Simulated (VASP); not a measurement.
# WS2 (Cm) in VASP: notebook, part 2 of 2

VASP 6.6.1. Earlier steps stand in the parts before.

## Step 3: Single point, PBE+D3(BJ) (atom 3 (S) moved by (-0.300, -0.150) A along y and z)

Contents of INCAR:

```
SYSTEM = WS2
ALGO = Normal
EDIFF = 1E-7
ENCUT = 520
GGA = PE
ISIF = 2
ISMEAR = 0
IVDW = 12
LASPH = .True.
LCHARG = .False.
LREAL = .False.
LWAVE = .False.
NBANDS = 35
NELM = 80
PREC = Accurate
SIGMA = 0.05
```

Contents of KPOINTS:

```
k-points
0
Gamma
  12 12 4
  0 0 0
```

Contents of POSCAR:

```
WS2
1.0
    3.1542061832      0.0000000000      0.0000000000
   -1.5771030916      2.7316226834      0.0000000000
    0.0000000000      0.0000000000     12.1399091344
W S
2 4
Direct
    0.3333333333      0.6666666667      0.2500000000
    0.6666666667      0.3333333333      0.7500000000
    0.2784209178      0.5568418355      0.6079314798
    0.6666666667      0.3333333333      0.1202874207
    0.3333333333      0.6666666667      0.8797125793
    0.6666666667      0.3333333333      0.3797125793
```

Potentials or basis: VASP PAW PBE potentials, release 64 (W_sv, S).

Run with:

```console
cat potpaw_PBE.64/W_sv/POTCAR potpaw_PBE.64/S/POTCAR > POTCAR
mpirun -np 1 vasp_std > vasp.out
```

OUTCAR:

```text
SYSTEM = WS2
   EDIFF = 1E-7
   ENCUT = 520
   GGA = PE
   ISIF = 2
   ISMEAR = 0
   IVDW = 12
   LASPH = .True.
   LREAL = .False.
   NELM = 80
   PREC = Accurate
 IVDW          = 12

 ion  position               nearest neighbor table
   1  0.333  0.667  0.250-   4 2.41   6 2.41   4 2.41   6 2.41   4 2.41   6 2.41
   2  0.667  0.333  0.750-   5 2.41   5 2.41   5 2.41   3 2.42   3 2.42   3 2.73
   3  0.278  0.557  0.608-   2 2.42   2 2.42   2 2.73
   4  0.667  0.333  0.120-   1 2.41   1 2.41   1 2.41
   5  0.333  0.667  0.880-   2 2.41   2 2.41   2 2.41
   6  0.667  0.333  0.380-   1 2.41   1 2.41   1 2.41

  LATTYP: Found a hexagonal cell.
 ALAT       =     3.1542061832
 C/A-ratio  =     3.8488001194

  Lattice vectors:

 A1 = (   3.1542061832,   0.0000000000,   0.0000000000)
 A2 = (  -1.5771030916,   2.7316226834,   0.0000000000)
 A3 = (   0.0000000000,   0.0000000000,  12.1399091344)

Analysis of symmetry for initial positions (statically):
=====================================================================
 Subroutine PRICEL returns:
 Original cell was already a primitive cell.

 Routine SETGRP: Setting up the symmetry group for a
 hexagonal supercell.

 Subroutine GETGRP returns: Found  2 space group operations
 (whereof  2 operations were pure point group operations)
 out of a pool of 24 trial point group operations.

The static configuration has the point symmetry C_1h.

Analysis of symmetry for dynamics (positions and initial velocities):
=====================================================================
 Subroutine PRICEL returns:
 Original cell was already a primitive cell.

 Routine SETGRP: Setting up the symmetry group for a
 hexagonal supercell.

 Subroutine GETGRP returns: Found  2 space group operations
 (whereof  2 operations were pure point group operations)
 out of a pool of 24 trial point group operations.

The dynamic configuration has the point symmetry C_1h.

 Subroutine INISYM returns: Found  2 space group operations
 (whereof  2 operations are pure point group operations),
 and found     1 'primitive' translations

----------------------------------------------------------------------------------------

                                     Primitive cell

  volume of cell :     104.5987

  direct lattice vectors                    reciprocal lattice vectors
     3.154206183  0.000000000  0.000000000     0.317036979  0.183041385  0.000000000
    -1.577103092  2.731622683  0.000000000     0.000000000  0.366082771  0.000000000
     0.000000000  0.000000000 12.139909134     0.000000000  0.000000000  0.082372939

  length of vectors
     3.154206183  3.154206183 12.139909134     0.366082771  0.366082771  0.082372939

  position of ions in fractional coordinates (direct lattice)
     0.333333333  0.666666667  0.250000000
     0.666666667  0.333333333  0.750000000
     0.278420918  0.556841836  0.607931480
     0.666666667  0.333333333  0.120287421
     0.333333333  0.666666667  0.879712579
     0.666666667  0.333333333  0.379712579

  ion indices of the primitive-cell ions
   primitive index   ion index
                 1           1
                 2           2
                 3           3
                 4           4
                 5           5
[... 29 lines left out ...]
            Coordinates               Weight
  0.000000  0.000000  0.000000      1.000000
  0.083333 -0.000000  0.000000      4.000000
  0.000000  0.083333  0.000000      2.000000
  0.166667 -0.000000  0.000000      4.000000
  0.000000  0.166667  0.000000      2.000000
  0.250000  0.000000  0.000000      4.000000
[... 16 lines left out ...]
 -0.083333  0.416667  0.000000      4.000000
 -0.416667  0.333333  0.000000      4.000000
 [... further k-points ...]
   k-points           NKPTS =    164   k-points in BZ     NKDIM =    164   number of bands    NBANDS=     35
   number of dos      NEDOS =    301   number of ions     NIONS =      6
   total plane-waves  NPLWV =  51840
   dimension x,y,z NGX =    24 NGY =   24 NGZ =   90
   dimension x,y,z NGXF=    48 NGYF=   48 NGZF=  180
   ions per type =               2   4
   NGX,Y,Z   is equivalent  to a cutoff of  12.65, 12.65, 12.32 a.u.
   NGXF,Y,Z  is equivalent  to a cutoff of  25.30, 25.30, 24.65 a.u.
 SYSTEM =  WS2
   PREC   = accura    normal or accurate (medium, high low for compatibility)
   ISTART =      0    job   : 0-new  1-cont  2-samecut
   ICHARG =      2    charge: 1-file 2-atom 10-const
   ISPIN  =      1    spin polarized calculation?
   LNONCOLLINEAR =      F non collinear calculations
   LSORBIT =      F    spin-orbit coupling
   LASPH  =      T    aspherical Exc in radial PAW
   ENCUT  =  520.0 eV  38.22 Ry    6.18 a.u.   5.86  5.86 22.57*2*pi/ulx,y,z
   NELM   =     80;   NELMIN=  2; NELMDL= -5     # of ELM steps
   EDIFF  = 0.1E-06   stopping-criterion for ELM
   LREAL  =      F    real-space projection
   EDIFFG = 0.1E-05   stopping-criterion for IOM
   NSW    =      0    number of steps for IOM
   IBRION =     -1    ionic relax: 0-MD 1-quasi-New 2-CG
   NFREE  =      0    steps in history (QN), initial steepest desc. (CG)
   ISIF   =      2    stress and relaxation
   ISYM   =      2    0-nonsym 1-usesym 2-fastsym
   POTIM  = 0.5000    time-step for ionic-motion
   TEBEG  =    0.0;   TEEND  =   0.0 temperature during run
   PSTRESS=    0.0 pullay stress
   NELECT =      52.0000    total number of electrons
   NUPDOWN=      -1.0000    fix difference up-down
   EMIN   =  10.00;   EMAX   =-10.00  energy-range for DOS
   EFERMI =   0.00;   METHOD = LEGACY
   ISMEAR =     0;   SIGMA  =   0.05  broadening in eV -4-tet -1-fermi 0-gaus
   EFERMI_NEDOS =   21; number of points for ismear=-14 and -15
   IALGO  =     38    algorithm
   IMIX   =      4    mixing-type and parameters
     AMIX     =   0.40;   BMIX     =  1.00
     AMIX_MAG =   1.60;   BMIX_MAG =  1.00
  volume/ion in A,a.u.               =      17.43       117.64
  Fermi-wavevector in a.u.,A,eV,Ry     =   1.296882  2.450752 22.883686  1.681903
  Thomas-Fermi vector in A             =   2.428310
   LORBIT       =      0    0 simple, 1 ext, 2 COOP (PROOUT), +10 PAW based schemes
   GGA     = PE    functional components
   LHFCALC =     F    Hartree Fock is set to
   AEXX    =    0.0000 exact exchange contribution
   IVDW    =    12    specifies the selected vdW correction
   LEPSILON=     F    determine dielectric tensor
   LRPA    =     F    only Hartree local field effects (RPA)
 non-spin polarized calculation
 Gauss-broadening in eV      SIGMA  =   0.05
  energy-cutoff  :      520.00
  volume of cell :      104.60
 maximum number of plane-waves:      2841
   NGX = 11   NGY = 11   NGZ = 45

 number of electron      51.9999998 magnetization

 Free energy of the ion-electron system (eV)
  ---------------------------------------------------
  ext. energy  EPLUGINS =         0.00000000
  ---------------------------------------------------
  free energy    TOTEN  =       -46.71120573 eV

  energy without entropy =      -46.71120573  energy(sigma->0) =      -46.71120573

 E-fermi :   7.9322     XC(G=0): -11.1219

 val. band max:        7.6697870900   @ k =   0.0000   0.0000   0.0000
 cond. band min:       8.4142825403   @ k =   0.1667   0.1667   0.0000
 fundamental gap:      0.7444954503
 Fermi energy:         7.9321935342

 k-point     1 :       0.0000    0.0000    0.0000
  band No.  band energies     occupation
      1     -66.9455      2.00000
      2     -66.9431      2.00000
      3     -31.2033      2.00000
      4     -31.1890      2.00000
      5     -31.0254      2.00000
      6     -31.0252      2.00000
[... 901 lines left out ...]
     34      12.3585      0.00000
     35      12.9380      0.00000

 [... further k-points ...]

------------------------ aborting loop because EDIFF is reached ----------------------------------------

 Edisp (eV)   -2.61290

 E8    (eV) :    -1.0982

  FORCE on cell =-STRESS in cart. coord.  units (eV):
  Direction    XX          YY          ZZ          XY          YZ          ZX
  --------------------------------------------------------------------------------------
  -------------------------------------------------------------------------------------
  Total      -0.69963    -1.30599    -2.83794     0.00000    -2.57102     0.00000
  in kB     -10.71647   -20.00440   -43.46979     0.00000   -39.38126     0.00000
  external pressure =      -24.73 kB  Pullay stress =        0.00 kB

 VOLUME and BASIS-vectors are now :
 -----------------------------------------------------------------------------
  energy-cutoff  :      520.00
  volume of cell :      104.60
      direct lattice vectors                 reciprocal lattice vectors
     3.154206183  0.000000000  0.000000000     0.317036979  0.183041385  0.000000000
    -1.577103092  2.731622683  0.000000000     0.000000000  0.366082771  0.000000000
     0.000000000  0.000000000 12.139909134     0.000000000  0.000000000  0.082372939

 POSITION                                       TOTAL-FORCE (eV/Angst)
 -----------------------------------------------------------------------------------
     -0.00000      1.82108      3.03498         0.000000     -0.020094     -0.005015
      1.57710      0.91054      9.10493        -0.000000     -1.922508     -1.390145
      0.00000      1.52108      7.38023         0.000000      1.789226      1.687027
      1.57710      0.91054      1.46028         0.000000      0.007460     -0.004635
     -0.00000      1.82108     10.67963        -0.000000      0.174833     -0.209247
      1.57710      0.91054      4.60968         0.000000     -0.028916     -0.077985
 -----------------------------------------------------------------------------------
    total drift:                               -0.000000     -0.000060      0.000137

  FREE ENERGIE OF THE ION-ELECTRON SYSTEM (eV)
  ---------------------------------------------------
  free  energy   TOTEN  =       -49.3241051678 eV

  energy  without entropy=      -49.3241051678  energy(sigma->0) =      -49.32410517
```

OSZICAR:

```text
N       E                     dE             d eps       ncg     rms          rms(c)
DAV:   1     0.509897676969E+03    0.50990E+03   -0.28425E+04 12584   0.149E+03
DAV:   2    -0.160943512638E+02   -0.52599E+03   -0.50754E+03 13119   0.411E+02
DAV:   3    -0.486516419195E+02   -0.32557E+02   -0.31926E+02 14173   0.966E+01
DAV:   4    -0.494585163446E+02   -0.80687E+00   -0.80269E+00 13977   0.158E+01
DAV:   5    -0.494738610517E+02   -0.15345E-01   -0.15332E-01 13895   0.234E+00    0.368E+01
DAV:   6    -0.471657393173E+02    0.23081E+01   -0.88700E+00 13034   0.199E+01    0.160E+01
DAV:   7    -0.469650478852E+02    0.20069E+00   -0.38854E+00 12544   0.100E+01    0.699E+00
DAV:   8    -0.467109394086E+02    0.25411E+00   -0.65073E-01 12852   0.545E+00    0.246E+00
DAV:   9    -0.467149673691E+02   -0.40280E-02   -0.82794E-02 13536   0.150E+00    0.121E+00
DAV:  10    -0.467112955305E+02    0.36718E-02   -0.12915E-02 13164   0.734E-01    0.428E-01
DAV:  11    -0.467111929876E+02    0.10254E-03   -0.21528E-03 13538   0.282E-01    0.736E-02
DAV:  12    -0.467111871508E+02    0.58368E-05   -0.21268E-04 13175   0.811E-02    0.431E-02
DAV:  13    -0.467111959388E+02   -0.87880E-05   -0.39047E-05 13983   0.302E-02    0.284E-02
DAV:  14    -0.467112048887E+02   -0.89498E-05   -0.10332E-05 13005   0.183E-02    0.753E-03
DAV:  15    -0.467112056349E+02   -0.74622E-06   -0.16751E-06 12255   0.712E-03    0.376E-03
DAV:  16    -0.467112057285E+02   -0.93653E-07   -0.41495E-07 11977   0.409E-03
   1 F= -.49324105E+02 E0= -.49324105E+02  d E =-.534887E-16
```

stdout:

```text
POSCAR found type information on POSCAR W S
 POSCAR found :  2 types and       6 ions
 scaLAPACK will be used
 LDA part: xc-table for (Slater+PW92), standard interpolation
 POSCAR, INCAR and KPOINTS ok, starting setup
 FFT: planning ... GRIDC
 FFT: planning ... GRID_SOFT
 FFT: planning ... GRID
 WAVECAR not read
 entering main loop
```

It took 5 min on 1 thread of Intel Xeon Platinum 8488C (Sapphire Rapids), shared host; peak memory 0.56 GiB.

What came out:

```yaml
Free_energy: -49.3241 eV
Pressure: -2.5 GPa
Largest_force: 2.459 eV/Å
Band_gap_on_the_k_mesh: 0.74 eV (least direct gap 1.25 eV)
Dispersion_energy_per_atom: -0.435 eV
```

Forces on the atoms (eV/Å):
```
W    0.000 -0.020 -0.005
W    0.000 -1.923 -1.390
S    0.000  1.789  1.687
S    0.000  0.007 -0.005
S    0.000  0.175 -0.209
S    0.000 -0.029 -0.078
```

Caveat: the cell differs from its parent crystal (atom 3 (S) moved by (-0.300, -0.150) A along y and z); spin-orbit coupling is left out, which moves the levels of the heavy elements; forces of over 1 eV/Å act on the atoms, so gaps and moduli don't describe the material at rest.

## Step 4: Single point, PBE+D3(BJ) (atom 3 (S) moved by (+0.150, -0.300) A along y and z)

Contents of INCAR:

```
PREC = Accurate
ENCUT = 520
EDIFF = 1E-7
ISMEAR = 0
SIGMA = 0.05
LREAL = False
LASPH = True
NELM = 60
ALGO = Normal
ISIF = 2
LWAVE = False
LCHARG = True
GGA = PE
IVDW = 12
LELF = True
LVHAR = True
NBANDS = 35
```

Contents of KPOINTS:

```
regular mesh
0
Gamma
  12 12 4
```

Edit POSCAR of step 3 so:

```diff
@@ -10,3 +10,3 @@
     0.6666666667      0.3333333333      0.7500000000
-    0.2784209178      0.5568418355      0.6079314798
+    0.3607895411      0.7215790822      0.5955755389
     0.6666666667      0.3333333333      0.1202874207
```

Run with:

```console
cat potpaw_PBE.64/W_sv/POTCAR potpaw_PBE.64/S/POTCAR > POTCAR
mpirun -np 1 vasp_std > vasp.out
```

It took 5.1 min on 1 thread of Intel Xeon Platinum 8488C (Sapphire Rapids), shared host; peak memory 0.56 GiB.

Results (log left out):

```
Free energy                : -49.0779 eV
Pressure                   : -5.5 GPa
Largest force              : 3.822 eV/Å
Band gap on the k mesh     : 0.60 eV (least direct gap 1.68 eV)
Dispersion energy per atom : -0.436 eV
```

Forces on the atoms (eV/Å):
```
W    0.000  0.016 -0.028
W    0.000  0.761 -3.131
S    0.000 -0.778  3.742
S    0.000 -0.006 -0.006
S    0.000 -0.017 -0.418
S    0.000  0.024 -0.160
```

Stress tensor (GPa, compression positive):
```
 -2.91   0.00   0.00
  0.00  -3.22   1.91
  0.00   1.91 -10.30
```

Levels at points of the mesh, in eV from the valence-band top:
| k point | band 23 | band 24 | band 25 | band 26 | band 27 | band 28 | band 29 | band 30 |
| --- | --- | --- | --- | --- | --- | --- | --- | --- |
| (0.00, 0.00, 0.00) | -1.29 | -0.98 | -0.97 | 0.00 | 1.68 | 1.82 | 2.29 | 2.30 |
| (0.50, 0.00, 0.00) | -1.94 | -1.70 | -1.53 | -1.00 | 2.24 | 2.34 | 2.53 | 2.71 |
| (0.00, 0.50, 0.00) | -1.93 | -1.73 | -1.45 | -1.07 | 2.35 | 2.43 | 2.53 | 2.79 |
| (0.00, 0.00, 0.50) | -1.39 | -0.98 | -0.40 | -0.13 | 1.68 | 1.84 | 2.29 | 2.31 |
| (0.50, 0.00, 0.50) | -1.90 | -1.64 | -1.58 | -1.03 | 2.34 | 2.38 | 2.54 | 2.78 |
| (0.00, 0.50, 0.50) | -1.90 | -1.59 | -1.51 | -1.11 | 2.34 | 2.52 | 2.60 | 2.77 |

Caveat: the cell differs from its parent crystal (atom 3 (S) moved by (+0.150, -0.300) A along y and z); the cell stands under tension; spin-orbit coupling is left out, which moves the levels of the heavy elements; forces of over 1 eV/Å act on the atoms, so gaps and moduli don't describe the material at rest.

## Step 5: Single point, PBE+D3(BJ) (atom 3 (S) moved by (-0.300, +0.300) A along y and z)

Contents of INCAR:

```
SYSTEM = WS2
  PREC = Accurate
  ENCUT = 520
  EDIFF = 1E-7
  ISMEAR = 0
  SIGMA = 0.05
  LREAL = .False.
  LASPH = .True.
  NELM = 60
  ALGO = Normal
  ISIF = 2
  LWAVE = .False.
  LCHARG = .True.
  GGA = PE
  IVDW = 12
  LELF = .True.
  LVHAR = .True.
  NBANDS = 35
```

Contents of KPOINTS:

```
Automatic mesh
0
Gamma
  12 12 4
  0 0 0
```

Edit POSCAR of step 4 so:

```diff
@@ -10,3 +10,3 @@
     0.6666666667      0.3333333333      0.7500000000
-    0.3607895411      0.7215790822      0.5955755389
+    0.2784209178      0.5568418355      0.6449993025
     0.6666666667      0.3333333333      0.1202874207
```

Run with:

```console
cat potpaw_PBE.64/W_sv/POTCAR potpaw_PBE.64/S/POTCAR > POTCAR
mpirun -np 1 vasp_std > vasp.out
```

Run time: 4.7 min. Hardware: 1 thread of AMD EPYC 9R45 (Zen 5), shared host; peak memory 0.53 GiB.

It converged, with:

* Free energy: -48.0341 eV
* Pressure: 13.0 GPa
* Largest force: 9.767 eV/Å
* Dispersion energy per atom: -0.435 eV

Forces on the atoms (eV/Å):
```
W    0.000 -0.007  0.010
W    0.000 -4.669  7.698
S    0.000  4.426 -8.707
S    0.000  0.003 -0.002
S    0.000  0.254  0.889
S    0.000 -0.008  0.110
```

Stress tensor (GPa, compression positive):
```
17.47  0.00  0.00
 0.00  3.37 -7.89
 0.00 -7.89 18.19
```

Levels at points of the mesh, in eV from the Fermi level:
```
           k point  band 23  band 24  band 25  band 26  band 27  band 28  band 29  band 30
(0.00, 0.00, 0.00)    -2.54    -2.17    -1.24     0.02     0.58     1.22     1.81     1.82
(0.50, 0.00, 0.00)    -3.13    -2.37    -2.17    -1.92     1.09     1.86     1.90     2.24
(0.00, 0.50, 0.00)    -2.82    -2.34    -2.11    -1.08     1.51     1.86     2.04     2.28
(0.00, 0.00, 0.50)    -2.69    -2.50    -0.89    -0.03     0.58     1.23     1.81     1.82
(0.50, 0.00, 0.50)    -3.16    -2.35    -2.10    -1.97     1.08     1.85     1.92     2.29
(0.00, 0.50, 0.50)    -2.81    -2.35    -2.12    -1.08     1.51     1.86     2.11     2.28
```

Caveat: the cell differs from its parent crystal (atom 3 (S) moved by (-0.300, +0.300) A along y and z); the cell stands under pressure; spin-orbit coupling is left out, which moves the levels of the heavy elements; forces of over 1 eV/Å act on the atoms, so gaps and moduli don't describe the material at rest.

## Step 6: Overview

```tsv
cell	gap on the mesh (eV)	pressure (GPa)	largest force (eV/Å)
as given, atomic positions A	0.60	-4.8	3.60
as given, atomic positions B	0.74	-2.5	2.46
as given, atomic positions C	0.60	-5.5	3.82
as given, atomic positions D	-	13.0	9.77
```

Alike in all rows: task single point; level PBE+D3(BJ); potentials or basis VASP PAW PBE potentials, release 64 (W_sv, S); no spin polarisation; k mesh 12 × 12 × 4; cutoff (eV) 520; smearing gaussian 0.05 eV.

Caveats: spin-orbit coupling is left out, which moves the levels of the heavy elements; forces of over 1 eV/Å act on the atoms, so gaps and moduli don't describe the material at rest; the cell stands under tension (at least some runs); the cell stands under pressure (at least some runs).

Absolute energies hang on the potentials; compare differences alone.
